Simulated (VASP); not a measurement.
ZrC:

```
CELL_PARAMETERS angstrom
0.00000 2.54552 2.54552
2.54552 0.00000 2.54552
2.54552 2.54552 0.00000
ATOMIC_POSITIONS crystal
Zr 0.50000 0.50000 0.50000
C 0.75000 0.75000 0.75000
```

| Property | Result |
| --- | --- |
| Program | VASP 6.6.1 |
| Task | relaxation of cell and atoms |
| Functional | PBEsol-based global hybrid |
| Potentials or basis | VASP PAW PBE potentials, release 64 (Zr_sv, C) |
| Cutoff | 600 eV |
| k mesh | 5 × 5 × 5 |
| Occupations | fermi-dirac, width 0.05 eV |
| Spin | no spin polarisation |

At the start: pressure -4.0 GPa; volume 16.49 Å³/atom.

Problem. How do energy, volume and symmetry change on relaxing?

Solution. Over 3 steps the energy falls by 5.2 meV/atom and the volume is 16.09 Å³/atom (-2.5 %); space group F-43m (No. 216, to 0.05 Å).

The path:
```tsv
step	energy change (eV)	largest force (eV/Å)	pressure (GPa)	volume (Å³)
1	0.0000	0.0000	-3.97	32.99
2	0.0094	0.0000	6.01	31.08
3	-0.0104	0.0000	-0.03	32.17
```

Final structure:
```
CELL_PARAMETERS angstrom
0.00000 2.52430 2.52430
2.52430 0.00000 2.52430
2.52430 2.52430 0.00000
ATOMIC_POSITIONS crystal
Zr 0.50000 0.50000 0.50000
C 0.75000 0.75000 0.75000
```

Caveat: the k points lie up to 0.43 Å⁻¹ apart in the final cell; the PAW data sets were made with another functional, which shifts forces and pressure a little.
